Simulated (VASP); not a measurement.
Sb: electric field gradients with PBEsol

Sb:

```xyz
1
Lattice="3.1388 0.0000 0.0000 0.0000 3.1388 0.0000 0.0000 0.0000 3.1388" Properties=species:S:1:pos:R:3 pbc="T T T"
Sb    0.0000    0.0000    0.0000
```

This cell differs from its parent crystal: volume scaled by 0.98.

```yaml
Program: VASP 6.6.1
Task: electric field gradients
Functional: PBEsol
Potentials_or_basis: VASP PAW PBE potentials, release 64 (Sb)
Cutoff: 520 eV
k_mesh: 13 × 13 × 13
Occupations: fermi-dirac, width 0.05 eV
Spin: no spin polarisation
Dipole_correction: no
Further_INCAR_settings: ALGO = Normal; EDIFF = 1e-08; NBANDS = 8
```

```
Pressure : -4.0 GPa
```

Levels at points of the mesh, in eV from the Fermi level:
```tsv
k point	band 1	band 2	band 3	band 4	band 5	band 6	band 7
(0.00, 0.00, 0.00)	-12.18	3.12	3.12	3.12	6.86	6.86	7.86
```

Run time: 7.2 s on 1 thread of Intel(R) Xeon(R) Platinum 8488C (Sapphire Rapids), with other jobs on the host, peak memory 0.14 GiB.

Caveat: without QUAD_EFG the Cq values of the log hold for a quadrupole moment of 1 mb, not for the nuclei; the PAW data sets were made with another functional, which shifts forces and pressure a little; spin-orbit coupling is left out, which moves the levels of the heavy elements.
